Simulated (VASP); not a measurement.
The system is C.

```xyz
8
Lattice="2.5553 0.0000 0.0000 -1.2776 2.2129 0.0000 0.0000 0.0000 8.3455" Properties=species:S:1:pos:R:3 pbc="T T T"
C     1.2776    0.7376    7.0415
C     0.0000    1.4753    2.8688
C     1.2776    0.7376    5.4767
C     0.0000    1.4753    1.3040
C     0.0000    0.0000    7.5631
C     0.0000    0.0000    3.3904
C     0.0000    0.0000    4.9551
C     0.0000    0.0000    0.7824
```

Base run:

```yaml
Program: VASP 6.6.1
Functional: PBE exchange alone
Potentials_or_basis: VASP PAW PBE potentials, release 64 (C)
Cutoff: 520 eV
k_mesh: 12 × 12 × 4
Occupations: fermi-dirac, width 0.05 eV
Spin: no spin polarisation
```

Its results: band gap on the k mesh 4.66 eV (least direct gap 5.24 eV); pressure 15.4 GPa; largest force 0.323 eV/Å.

Task: The run is repeated on the same cell with these changes: functional from PBE exchange alone to PBE. What comes out?

Result: Band gap on the k mesh 4.32 eV (least direct gap 5.10 eV); pressure -13.3 GPa; largest force 0.305 eV/Å.

Caveats: the cell stands under pressure (at least some runs); the cell stands under tension (at least some runs).

A k mesh can miss the band edges.
